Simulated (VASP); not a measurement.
# BaTiO3 (Pm-3m) in VASP: further runs

BaTiO3 is run at these levels: PBE; tasks: single point.

Everything below comes from runs of VASP 6.6.1. Logs are shortened: lines on timing, memory, paths and dates and some standing lists are left out, and cuts for length are marked.

### 1 The cell of the first run

It takes space group Pm-3m (No. 221, cubic). Conventional cell: a = 3.965 Å, b = 3.965 Å, c = 3.965 Å, α = 90.00°, β = 90.00°, γ = 90.00°. Within 3.7 Å of Ba (site symmetry m-3m) lie 12 O at 2.80 Å and 8 Ti at 3.43 Å. Within 2.6 Å of Ti (site symmetry m-3m) lie 6 O at 1.98 Å. O (site symmetry 4/mmm) has 2 Ti at 1.98 Å within 2.6 Å.

### 2 Single point, PBE (volume scaled by 0.960)

Input file INCAR:

```
PREC = Accurate ; ENCUT = 520
EDIFF = 1E-6 ; ISMEAR = 0
SIGMA = 0.05 ; LREAL = False
LASPH = True ; NELM = 100
ALGO = Normal ; ISIF = 2
LWAVE = False ; LCHARG = True
GGA = PE ; LELF = True
LVHAR = True ; NBANDS = 28
```

Input file KPOINTS:

```
regular mesh
0
Gamma
  8 8 8
```

Input file POSCAR:

```
BaTiO3
1.0
    3.9649433479      0.0000000000      0.0000000000
    0.0000000000      3.9649433479      0.0000000000
    0.0000000000      0.0000000000      3.9649433479
Ba Ti O
1 1 3
Direct
    0.5000000000      0.5000000000      0.5000000000
    0.0000000000      0.0000000000      0.0000000000
    0.5000000000      0.0000000000      0.0000000000
    0.0000000000      0.5000000000      0.0000000000
    0.0000000000      0.0000000000      0.5000000000
```

Potentials or basis: VASP PAW PBE potentials, release 64 (Ba_sv, Ti_sv, O).

On the command line:

```console
> cat potpaw_PBE.64/Ba_sv/POTCAR potpaw_PBE.64/Ti_sv/POTCAR potpaw_PBE.64/O/POTCAR > POTCAR
> mpirun -np 1 vasp_std > vasp.out
```

OUTCAR:

```text
PREC = Accurate
   ENCUT = 520
   EDIFF = 1E-6
   ISMEAR = 0
   LREAL = False
   LASPH = True
   NELM = 100
   ISIF = 2
   GGA = PE

 ion  position               nearest neighbor table
   1  0.500  0.500  0.500-   3 2.80   4 2.80   5 2.80   3 2.80   4 2.80   3 2.80   5 2.80   3 2.80
                             4 2.80   5 2.80   4 2.80   5 2.80   2 3.43   2 3.43   2 3.43   2 3.43
   2  0.000  0.000  0.000-   3 1.98   4 1.98   5 1.98   5 1.98   4 1.98   3 1.98   1 3.43   1 3.43
                             1 3.43   1 3.43   1 3.43   1 3.43   1 3.43   1 3.43
   3  0.500  0.000  0.000-   2 1.98   2 1.98   1 2.80   1 2.80   1 2.80   1 2.80
   4  0.000  0.500  0.000-   2 1.98   2 1.98   1 2.80   1 2.80   1 2.80   1 2.80
   5  0.000  0.000  0.500-   2 1.98   2 1.98   1 2.80   1 2.80   1 2.80   1 2.80

  LATTYP: Found a simple cubic cell.
 ALAT       =     3.9649433479

  Lattice vectors:

 A1 = (   3.9649433479,   0.0000000000,   0.0000000000)
 A2 = (   0.0000000000,   3.9649433479,   0.0000000000)
 A3 = (   0.0000000000,   0.0000000000,   3.9649433479)

Analysis of symmetry for initial positions (statically):
=====================================================================
 Subroutine PRICEL returns:
 Original cell was already a primitive cell.

 Routine SETGRP: Setting up the symmetry group for a
 simple cubic supercell.

 Subroutine GETGRP returns: Found 48 space group operations
[... 9 lines left out ...]

 Routine SETGRP: Setting up the symmetry group for a
 simple cubic supercell.

 Subroutine GETGRP returns: Found 48 space group operations
[... 11 lines left out ...]
                                     Primitive cell

  volume of cell :      62.3320

  direct lattice vectors                    reciprocal lattice vectors
     3.964943348  0.000000000  0.000000000     0.252210413  0.000000000  0.000000000
     0.000000000  3.964943348  0.000000000     0.000000000  0.252210413  0.000000000
     0.000000000  0.000000000  3.964943348     0.000000000  0.000000000  0.252210413

  length of vectors
     3.964943348  3.964943348  3.964943348     0.252210413  0.252210413  0.252210413

  position of ions in fractional coordinates (direct lattice)
     0.500000000  0.500000000  0.500000000
     0.000000000  0.000000000  0.000000000
     0.500000000  0.000000000  0.000000000
     0.000000000  0.500000000  0.000000000
     0.000000000  0.000000000  0.500000000

  ion indices of the primitive-cell ions
   primitive index   ion index
                 1           1
                 2           2
                 3           3
                 4           4
                 5           5

----------------------------------------------------------------------------------------

 KPOINTS: regular mesh

Automatic generation of k-mesh.
 Grid dimensions read from file:
 generate k-points for:    8    8    8

 Generating k-lattice:

  Cartesian coordinates                     Fractional coordinates (reciprocal lattice)
     0.031526302  0.000000000  0.000000000     0.125000000  0.000000000  0.000000000
     0.000000000  0.031526302  0.000000000     0.000000000  0.125000000  0.000000000
     0.000000000  0.000000000  0.031526302     0.000000000  0.000000000  0.125000000

  Length of vectors
     0.031526302  0.031526302  0.031526302

  Shift w.r.t. Gamma in fractional coordinates (k-lattice)
     0.000000000  0.000000000  0.000000000

 Subroutine IBZKPT returns following result:
 ===========================================

 Found     35 irreducible k-points:

 Following reciprocal coordinates:
            Coordinates               Weight
  0.000000  0.000000  0.000000      1.000000
  0.125000  0.000000  0.000000      6.000000
  0.250000  0.000000  0.000000      6.000000
  0.375000  0.000000  0.000000      6.000000
  0.500000  0.000000  0.000000      3.000000
  0.125000  0.125000  0.000000     12.000000
[... 16 lines left out ...]
  0.375000  0.375000  0.125000     24.000000
  0.500000  0.375000  0.125000     24.000000
 [... further k-points ...]
   k-points           NKPTS =     35   k-points in BZ     NKDIM =     35   number of bands    NBANDS=     28
   number of dos      NEDOS =    301   number of ions     NIONS =      5
   total plane-waves  NPLWV =  27000
   dimension x,y,z NGX =    30 NGY =   30 NGZ =   30
   dimension x,y,z NGXF=    60 NGYF=   60 NGZF=   60
   ions per type =               1   1   3
   NGX,Y,Z   is equivalent  to a cutoff of  12.58, 12.58, 12.58 a.u.
   NGXF,Y,Z  is equivalent  to a cutoff of  25.16, 25.16, 25.16 a.u.
 SYSTEM =  unknown system
   PREC   = accura    normal or accurate (medium, high low for compatibility)
   ISTART =      0    job   : 0-new  1-cont  2-samecut
   ICHARG =      2    charge: 1-file 2-atom 10-const
   ISPIN  =      1    spin polarized calculation?
   LNONCOLLINEAR =      F non collinear calculations
   LSORBIT =      F    spin-orbit coupling
   LASPH  =      T    aspherical Exc in radial PAW
   ENCUT  =  520.0 eV  38.22 Ry    6.18 a.u.   7.37  7.37  7.37*2*pi/ulx,y,z
   NELM   =    100;   NELMIN=  2; NELMDL= -5     # of ELM steps
   EDIFF  = 0.1E-05   stopping-criterion for ELM
   LREAL  =      F    real-space projection
   EDIFFG = 0.1E-04   stopping-criterion for IOM
   NSW    =      0    number of steps for IOM
   IBRION =     -1    ionic relax: 0-MD 1-quasi-New 2-CG
   NFREE  =      0    steps in history (QN), initial steepest desc. (CG)
   ISIF   =      2    stress and relaxation
   ISYM   =      2    0-nonsym 1-usesym 2-fastsym
   POTIM  = 0.5000    time-step for ionic-motion
   TEBEG  =    0.0;   TEEND  =   0.0 temperature during run
   PSTRESS=    0.0 pullay stress
   NELECT =      40.0000    total number of electrons
   NUPDOWN=      -1.0000    fix difference up-down
   EMIN   =  10.00;   EMAX   =-10.00  energy-range for DOS
   EFERMI =   0.00;   METHOD = LEGACY
   ISMEAR =     0;   SIGMA  =   0.05  broadening in eV -4-tet -1-fermi 0-gaus
   EFERMI_NEDOS =   21; number of points for ismear=-14 and -15
   IALGO  =     38    algorithm
   IMIX   =      4    mixing-type and parameters
     AMIX     =   0.40;   BMIX     =  1.00
     AMIX_MAG =   1.60;   BMIX_MAG =  1.00
  volume/ion in A,a.u.               =      12.47        84.13
  Fermi-wavevector in a.u.,A,eV,Ry     =   1.412075  2.668435 27.129425  1.993957
  Thomas-Fermi vector in A             =   2.533861
   LORBIT       =      0    0 simple, 1 ext, 2 COOP (PROOUT), +10 PAW based schemes
   GGA     = PE    functional components
   LHFCALC =     F    Hartree Fock is set to
   AEXX    =    0.0000 exact exchange contribution
   IVDW    =     0    specifies the selected vdW correction
   LEPSILON=     F    determine dielectric tensor
   LRPA    =     F    only Hartree local field effects (RPA)
 non-spin polarized calculation
 Gauss-broadening in eV      SIGMA  =   0.05
  energy-cutoff  :      520.00
  volume of cell :       62.33
 maximum number of plane-waves:      1743
 NGX is ok and might be reduce to    30
   NGX = 15   NGY = 15   NGZ = 15

 number of electron      39.9999979 magnetization

 Free energy of the ion-electron system (eV)
  ---------------------------------------------------
  ext. energy  EPLUGINS =         0.00000000
  ---------------------------------------------------
  free energy    TOTEN  =       -39.89209107 eV

  energy without entropy =      -39.89209107  energy(sigma->0) =      -39.89209107

 E-fermi :   4.3516     XC(G=0): -11.4101

 val. band max:        4.0556052509   @ k =   0.5000   0.5000   0.5000
 cond. band min:       5.8569492973   @ k =   0.0000   0.0000   0.0000
 fundamental gap:      1.8013440464
 Fermi energy:         4.3516082772

 k-point     1 :       0.0000    0.0000    0.0000
  band No.  band energies     occupation
      1     -52.4615      2.00000
      2     -28.6885      2.00000
      3     -28.6885      2.00000
      4     -28.6885      2.00000
      5     -20.6961      2.00000
      6     -12.9014      2.00000
[... 20 lines left out ...]
     27       9.1373      0.00000
     28      11.7562      0.00000

 k-point     2 :       0.1250    0.0000    0.0000
  band No.  band energies     occupation
      1     -52.4613      2.00000
      2     -28.6974      2.00000
      3     -28.6881      2.00000
      4     -28.6881      2.00000
      5     -20.6761      2.00000
      6     -12.9140      2.00000
[... 20 lines left out ...]
     27       9.4580      0.00000
     28      12.1368      0.00000

 k-point     3 :       0.2500    0.0000    0.0000
  band No.  band energies     occupation
      1     -52.4608      2.00000
      2     -28.7188      2.00000
      3     -28.6873      2.00000
      4     -28.6873      2.00000
      5     -20.6272      2.00000
      6     -12.9986      2.00000
[... 20 lines left out ...]
     27      10.3057      0.00000
     28      12.5624      0.00000

 k-point     4 :       0.3750    0.0000    0.0000
  band No.  band energies     occupation
      1     -52.4604      2.00000
      2     -28.7401      2.00000
      3     -28.6865      2.00000
      4     -28.6865      2.00000
      5     -20.5771      2.00000
      6     -13.1258      2.00000
[... 20 lines left out ...]
     27      11.3173      0.00000
     28      12.4276      0.00000

 k-point     5 :       0.5000    0.0000    0.0000
  band No.  band energies     occupation
      1     -52.4602      2.00000
      2     -28.7489      2.00000
      3     -28.6862      2.00000
      4     -28.6862      2.00000
      5     -20.5560      2.00000
      6     -13.1845      2.00000
[... 20 lines left out ...]
     27      11.8142      0.00000
     28      12.3709      0.00000

 k-point     6 :       0.1250    0.1250    0.0000
  band No.  band energies     occupation
      1     -52.4611      2.00000
      2     -28.6973      2.00000
      3     -28.6968      2.00000
      4     -28.6878      2.00000
      5     -20.6572      2.00000
      6     -12.9103      2.00000
[... 463 lines left out ...]
      5     -20.5177      2.00000
      6     -12.8157      2.00000
[... 20 lines left out ...]
     27      12.3011      0.00000
     28      12.8118      0.00000

 k-point    22 :       0.5000    0.2500    0.1250
  band No.  band energies     occupation
      1     -52.4595      2.00000
      2     -28.7464      2.00000
      3     -28.7152      2.00000
      4     -28.6936      2.00000
      5     -20.5012      2.00000
      6     -12.8274      2.00000
[... 20 lines left out ...]
     27      12.5767      0.00000
     28      12.7582      0.00000

 k-point    23 :       0.3750    0.3750    0.1250
  band No.  band energies     occupation
      1     -52.4592      2.00000
      2     -28.7367      2.00000
      3     -28.7362      2.00000
      4     -28.6931      2.00000
      5     -20.4846      2.00000
      6     -12.6536      2.00000
[... 20 lines left out ...]
     27      12.4978      0.00000
     28      13.1274      0.00000

 k-point    24 :       0.5000    0.3750    0.1250
  band No.  band energies     occupation
      1     -52.4590      2.00000
      2     -28.7450      2.00000
      3     -28.7359      2.00000
      4     -28.6928      2.00000
      5     -20.4707      2.00000
      6     -12.5970      2.00000
[... 20 lines left out ...]
     27      12.4056      0.00000
     28      13.2575      0.00000

 [... further k-points ...]
[... 5 lines left out ...]
  --------------------------------------------------------------------------------------
  -------------------------------------------------------------------------------------
  Total        3.6083582      3.6083582      3.6083582      0.0000000      0.0000000     -0.0000000
  in kB       92.7490053     92.7490053     92.7490053      0.0000000      0.0000000     -0.0000000
  external PRESSURE =      92.7490053 kB  Pullay stress =       0.0000000 kB

 VOLUME and BASIS-vectors are now :
 -----------------------------------------------------------------------------
  energy-cutoff  :      520.00
  volume of cell :       62.33
      direct lattice vectors                 reciprocal lattice vectors
     3.964943348  0.000000000  0.000000000     0.252210413  0.000000000  0.000000000
     0.000000000  3.964943348  0.000000000     0.000000000  0.252210413  0.000000000
     0.000000000  0.000000000  3.964943348     0.000000000  0.000000000  0.252210413

 POSITION                                       TOTAL-FORCE (eV/Angst)
 -----------------------------------------------------------------------------------
      1.98247      1.98247      1.98247         0.000000      0.000000      0.000000
      0.00000      0.00000      0.00000         0.000000      0.000000      0.000000
      1.98247      0.00000      0.00000         0.000000      0.000000      0.000000
      0.00000      1.98247      0.00000         0.000000      0.000000      0.000000
      0.00000      0.00000      1.98247         0.000000      0.000000      0.000000
 -----------------------------------------------------------------------------------
    total drift:                                0.000000     -0.000000      0.000000

  FREE ENERGIE OF THE ION-ELECTRON SYSTEM (eV)
  ---------------------------------------------------
  free  energy   TOTEN  =       -39.8920910710 eV

  energy  without entropy=      -39.8920910710  energy(sigma->0) =      -39.89209107
```

It took 64 s on 1 thread of Intel Xeon 6975P-C, shared host; peak memory 0.21 GiB.

Results:

| Property | Result |
| --- | --- |
| Free energy | -39.8921 eV |
| Pressure | 9.3 GPa |
| Band gap on the k mesh | 1.80 eV, indirect (least direct gap 1.92 eV) |

Levels at points of the mesh, in eV from the valence-band top:
```
           k point  band 18  band 19  band 20  band 21  band 22  band 23
(0.00, 0.00, 0.00)    -0.12    -0.12    -0.12     1.80     1.80     1.80
(0.50, 0.00, 0.00)    -1.86    -0.71    -0.71     1.97     3.63     3.63
(0.50, 0.50, 0.00)    -0.85    -0.85    -0.09     3.64     3.64     4.06
(0.50, 0.50, 0.50)     0.00     0.00     0.00     4.34     4.34     4.34
```

Caveat: spin-orbit coupling is left out, which moves the levels of the heavy elements. A k mesh can miss the band edges.

### 3 Single point, PBE (volume scaled by 0.980)

Input file INCAR:

```
  ALGO = Normal
  EDIFF = 1E-6
  ENCUT = 520
  GGA = PE
  ISIF = 2
  ISMEAR = 0
  LASPH = True
  LCHARG = False
  LREAL = False
  LWAVE = False
  NBANDS = 28
  NELM = 80
  PREC = Accurate
  SIGMA = 0.05
```

Input file KPOINTS:

```
k-points
0
Gamma
  8 8 8
```

POSCAR: that of step 2 with these lines changed.

```diff
@@ -2,5 +2,5 @@
 1.0
-    3.9649433479      0.0000000000      0.0000000000
-    0.0000000000      3.9649433479      0.0000000000
-    0.0000000000      0.0000000000      3.9649433479
+    3.9922886489      0.0000000000      0.0000000000
+    0.0000000000      3.9922886489      0.0000000000
+    0.0000000000      0.0000000000      3.9922886489
 Ba Ti O
```

Potentials or basis: VASP PAW PBE potentials, release 64 (Ba_sv, Ti_sv, O).

On the command line:

```console
> cat potpaw_PBE.64/Ba_sv/POTCAR potpaw_PBE.64/Ti_sv/POTCAR potpaw_PBE.64/O/POTCAR > POTCAR
> mpirun -np 1 vasp_std > vasp.out
```

It used 49 s of CPU time on 1 thread of Intel Xeon 6975P-C, on a shared host.

The run converged. Its results:

```yaml
Free_energy: -39.9522 eV
Pressure: 5.3 GPa
Band_gap_on_the_k_mesh: 1.76 eV, indirect (least direct gap 1.90 eV)
```

Levels at points of the mesh, in eV from the valence-band top:
| k point | band 18 | band 19 | band 20 | band 21 | band 22 | band 23 |
| --- | --- | --- | --- | --- | --- | --- |
| (0.00, 0.00, 0.00) | -0.14 | -0.14 | -0.14 | 1.76 | 1.76 | 1.76 |
| (0.50, 0.00, 0.00) | -1.84 | -0.71 | -0.71 | 1.92 | 3.53 | 3.53 |
| (0.50, 0.50, 0.00) | -0.87 | -0.87 | -0.09 | 3.53 | 3.53 | 3.95 |
| (0.50, 0.50, 0.50) | 0.00 | 0.00 | 0.00 | 4.21 | 4.21 | 4.21 |

Caveat: spin-orbit coupling is left out, which moves the levels of the heavy elements. A k mesh can miss the band edges.
